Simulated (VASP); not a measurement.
# BaS (Fm-3m) in VASP: a series of runs

BaS is run at these levels: LDA; tasks: single point.

Program: VASP 6.6.1. These are calculated values, not measurements. Logs are shortened: lines on timing, memory, paths and dates and some standing lists are left out, and cuts for length are marked.

### 1 The cell of the first run

Symmetry: Fm-3m, No. 225, cubic system. The conventional cell has a = 6.229 Å, b = 6.229 Å, c = 6.229 Å, α = 90.00°, β = 90.00°, γ = 90.00°. Within 4.1 Å of Ba (site symmetry m-3m) lie 6 S at 3.11 Å. S (site symmetry m-3m) has 6 Ba at 3.11 Å within 4.1 Å.

### 2 Single point, LDA (volume scaled by 0.9)

Input file INCAR:

```
SYSTEM = BaS
ALGO     = Normal         ! electronic algorithm
EDIFF    = 1E-6           ! SCF threshold, eV
ENCUT    = 520            ! plane-wave cutoff, eV
ISIF     = 2              ! what is computed and relaxed
ISMEAR   = -1             ! smearing method
LASPH    = .TRUE.         ! aspherical terms in the spheres
LCHARG   = .TRUE.         ! write CHGCAR
LELF     = .TRUE.         ! ELF
LREAL    = .FALSE.        ! projectors in reciprocal space
LVHAR    = .TRUE.       
LWAVE    = .FALSE.        ! write WAVECAR
NBANDS   = 15             ! bands
NELM     = 60             ! most SCF steps
PREC     = Accurate       ! precision mode
SIGMA    = 0.03           ! smearing width, eV
```

Input file KPOINTS:

```
k-points
0
G
  8 8 8
  0 0 0
```

Input file POSCAR:

```
BaS
1.0
    0.0000000000      3.1143555674      3.1143555674
    3.1143555674      0.0000000000      3.1143555674
    3.1143555674      3.1143555674      0.0000000000
Ba S
1 1
Direct
    0.0000000000      0.0000000000      0.0000000000
    0.5000000000      0.5000000000      0.5000000000
```

Potentials or basis: VASP PAW LDA potentials, release 64 (Ba_sv, S).

The run is started by

```
$ cat potpaw_LDA.64/Ba_sv/POTCAR potpaw_LDA.64/S/POTCAR > POTCAR
$ mpirun -np 1 vasp_std > vasp.out
```

OUTCAR:

```text
SYSTEM = BaS
   EDIFF = 1E-6
   ENCUT = 520
   ISIF = 2
   ISMEAR = -1
   LASPH = .TRUE.
   LREAL = .FALSE.
   NELM = 60
   PREC = Accurate

 ion  position               nearest neighbor table
   1  0.000  0.000  0.000-   2 3.11   2 3.11   2 3.11   2 3.11   2 3.11   2 3.11
   2  0.500  0.500  0.500-   1 3.11   1 3.11   1 3.11   1 3.11   1 3.11   1 3.11

  LATTYP: Found a face centered cubic cell.
 ALAT       =     6.2287111348

  Lattice vectors:

 A1 = (   0.0000000000,   3.1143555674,   3.1143555674)
 A2 = (   3.1143555674,   0.0000000000,   3.1143555674)
 A3 = (   3.1143555674,   3.1143555674,   0.0000000000)

Analysis of symmetry for initial positions (statically):
=====================================================================
 Subroutine PRICEL returns:
 Original cell was already a primitive cell.

 Routine SETGRP: Setting up the symmetry group for a
 face centered cubic supercell.

 Subroutine GETGRP returns: Found 48 space group operations
 (whereof 48 operations were pure point group operations)
 out of a pool of 48 trial point group operations.

The static configuration has the point symmetry O_h .

Analysis of symmetry for dynamics (positions and initial velocities):
=====================================================================
 Subroutine PRICEL returns:
 Original cell was already a primitive cell.

 Routine SETGRP: Setting up the symmetry group for a
 face centered cubic supercell.

 Subroutine GETGRP returns: Found 48 space group operations
 (whereof 48 operations were pure point group operations)
 out of a pool of 48 trial point group operations.

The dynamic configuration has the point symmetry O_h .

 Subroutine INISYM returns: Found 48 space group operations
 (whereof 48 operations are pure point group operations),
 and found     1 'primitive' translations

----------------------------------------------------------------------------------------

                                     Primitive cell

  volume of cell :      60.4136

  direct lattice vectors                    reciprocal lattice vectors
     0.000000000  3.114355567  3.114355567    -0.160546858  0.160546858  0.160546858
     3.114355567  0.000000000  3.114355567     0.160546858 -0.160546858  0.160546858
     3.114355567  3.114355567  0.000000000     0.160546858  0.160546858 -0.160546858

  length of vectors
     4.404363881  4.404363881  4.404363881     0.278075314  0.278075314  0.278075314

  position of ions in fractional coordinates (direct lattice)
     0.000000000  0.000000000  0.000000000
     0.500000000  0.500000000  0.500000000

  ion indices of the primitive-cell ions
   primitive index   ion index
                 1           1
[... 87 lines left out ...]
   EFERMI =   0.00;   METHOD = LEGACY
   ISMEAR =    -1;   SIGMA  =   0.03  broadening in eV -4-tet -1-fermi 0-gaus
   EFERMI_NEDOS =   21; number of points for ismear=-14 and -15
   IALGO  =     38    algorithm
   IMIX   =      4    mixing-type and parameters
     AMIX     =   0.40;   BMIX     =  1.00
     AMIX_MAG =   1.60;   BMIX_MAG =  1.00
  volume/ion in A,a.u.               =      30.21       203.85
  Fermi-wavevector in a.u.,A,eV,Ry     =   1.051324  1.986715 15.038280  1.105282
  Thomas-Fermi vector in A             =   2.186363
   LORBIT       =      0    0 simple, 1 ext, 2 COOP (PROOUT), +10 PAW based schemes
   GGA     = CA    functional components
   LHFCALC =     F    Hartree Fock is set to
   AEXX    =    0.0000 exact exchange contribution
   IVDW    =     0    specifies the selected vdW correction
   LEPSILON=     F    determine dielectric tensor
   LRPA    =     F    only Hartree local field effects (RPA)
 non-spin polarized calculation
  energy-cutoff  :      520.00
  volume of cell :       60.41
 maximum number of plane-waves:      1660
 NGX is ok and might be reduce to    36
   NGX = 17   NGY = 17   NGZ = 17

 number of electron      15.9999999 magnetization

 Free energy of the ion-electron system (eV)
  ---------------------------------------------------
  ext. energy  EPLUGINS =         0.00000000
  ---------------------------------------------------
  free energy    TOTEN  =       -11.16190503 eV

  energy without entropy =      -11.16190503  energy(sigma->0) =      -11.16190503

 E-fermi :   2.3307     XC(G=0):  -9.3015

 val. band max:        1.6604274405   @ k =   0.0000   0.0000   0.0000
 cond. band min:       3.4132884912   @ k =   0.5000   0.5000   0.0000
 fundamental gap:      1.7528610507
 Fermi energy:         2.3307106285

 k-point     1 :       0.0000    0.0000    0.0000
  band No.  band energies     occupation
      1     -24.1239      2.00000
      2      -9.1840      2.00000
      3      -9.1840      2.00000
      4      -9.1840      2.00000
      5      -8.7753      2.00000
      6       1.6604      2.00000
      7       1.6604      2.00000
      8       1.6604      2.00000
      9       5.3518      0.00000
     10       5.3545      0.00000
     11       5.3545      0.00000
     12       5.3545      0.00000
     13       6.4238      0.00000
     14       6.4238      0.00000
[... 401 lines left out ...]
      2     -10.4626      2.00000
      3      -9.4530      2.00000
      4      -9.3291      2.00000
      5      -7.5265      2.00000
      6      -0.0052      2.00000
      7       0.6870      2.00000
      8       0.8035      2.00000
      9       6.2769      0.00000
     10       6.4961      0.00000
     11       8.5051      0.00000
     12       8.8454      0.00000
     13       9.8273      0.00000
     14      10.7433      0.00000
     15      11.5582      0.00000

 [... further k-points ...]

------------------------ aborting loop because EDIFF is reached ----------------------------------------

  FORCE on cell =-STRESS in cart. coord.  units (eV):
  Direction    XX          YY          ZZ          XY          YZ          ZX
  --------------------------------------------------------------------------------------
  -------------------------------------------------------------------------------------
  Total        0.7275589      0.7275589      0.7275589      0.0000000      0.0000000     -0.0000000
  in kB       19.2949713     19.2949713     19.2949713      0.0000000      0.0000000     -0.0000000
  external PRESSURE =      19.2949713 kB  Pullay stress =       0.0000000 kB

 VOLUME and BASIS-vectors are now :
 -----------------------------------------------------------------------------
  energy-cutoff  :      520.00
  volume of cell :       60.41
      direct lattice vectors                 reciprocal lattice vectors
     0.000000000  3.114355567  3.114355567    -0.160546858  0.160546858  0.160546858
     3.114355567  0.000000000  3.114355567     0.160546858 -0.160546858  0.160546858
     3.114355567  3.114355567  0.000000000     0.160546858  0.160546858 -0.160546858

 POSITION                                       TOTAL-FORCE (eV/Angst)
 -----------------------------------------------------------------------------------
      0.00000      0.00000      0.00000         0.000000     -0.000000      0.000000
      3.11436      3.11436      3.11436        -0.000000      0.000000     -0.000000
 -----------------------------------------------------------------------------------
    total drift:                                0.000000      0.000000      0.000000

  FREE ENERGIE OF THE ION-ELECTRON SYSTEM (eV)
  ---------------------------------------------------
  free  energy   TOTEN  =       -11.1619050338 eV

  energy  without entropy=      -11.1619050338  energy(sigma->0) =      -11.16190503
```

stdout:

```text
POSCAR found type information on POSCAR BaS
 POSCAR found :  2 types and       2 ions
 scaLAPACK will be used
 LDA part: xc-table for (Slater(with rela. corr.)+CA(PZ))
 , standard interpolation
 POSCAR, INCAR and KPOINTS ok, starting setup
 FFT: planning ... GRIDC
 FFT: planning ... GRID_SOFT
 FFT: planning ... GRID
 WAVECAR not read
 entering main loop
```

It took 27 s on 1 thread of Intel Xeon Platinum 8259CL at 2.50GHz (Skylake/Cascade Lake), shared host; peak memory 0.18 GiB.

What came out:

- Free energy: -11.1619 eV
- Pressure: 1.9 GPa
- Band gap on the k mesh: 1.75 eV, indirect (least direct gap 1.84 eV)

Caveat: the cell differs from its parent crystal (volume scaled by 0.9); spin-orbit coupling is left out, which moves the levels of the heavy elements.

### 3 Single point, LDA

This run uses another cell than the first one, of 33.56 Å³/atom, 1.111 times its volume.

Input file INCAR:

```
PREC = Accurate
ENCUT = 520
EDIFF = 1E-7
ISMEAR = -1
SIGMA = 0.03
LREAL = False
LASPH = True
NELM = 100
ALGO = Normal
ISIF = 2
LWAVE = False
LCHARG = False
GGA = CA
NBANDS = 15
```

Input file KPOINTS:

```
Automatic mesh
0
Gamma
  8 8 8
```

Input file POSCAR:

```
BaS
1.0
    0.0000000000      3.2256756180      3.2256756180
    3.2256756180      0.0000000000      3.2256756180
    3.2256756180      3.2256756180      0.0000000000
Ba S
1 1
Direct
    0.0000000000      0.0000000000      0.0000000000
    0.5000000000      0.5000000000      0.5000000000
```

Potentials or basis: VASP PAW LDA potentials, release 64 (Ba_sv, S).

The run is started by

```
$ cat potpaw_LDA.64/Ba_sv/POTCAR potpaw_LDA.64/S/POTCAR > POTCAR
$ mpirun -np 1 vasp_std > vasp.out
```

It took 34 s on 1 thread of Intel Xeon Platinum 8259CL at 2.50GHz (Skylake/Cascade Lake), shared host; peak memory 0.18 GiB.

It converged, with:

```
Free energy            : -11.1301 eV
Pressure               : -3.0 GPa
Band gap on the k mesh : 1.95 eV, indirect (least direct gap 2.11 eV)
```

Levels at points of the mesh, in eV from the valence-band top:
| k point | band 6 | band 7 | band 8 | band 9 | band 10 | band 11 |
| --- | --- | --- | --- | --- | --- | --- |
| (0.00, 0.00, 0.00) | 0.00 | 0.00 | 0.00 | 3.17 | 3.70 | 3.70 |
| (0.50, 0.00, 0.00) | -1.95 | -1.06 | -1.06 | 5.29 | 5.38 | 6.06 |
| (0.50, 0.50, 0.00) | -0.57 | -0.15 | -0.15 | 1.95 | 5.66 | 5.78 |

Caveat: spin-orbit coupling is left out, which moves the levels of the heavy elements. A k mesh can miss the band edges.
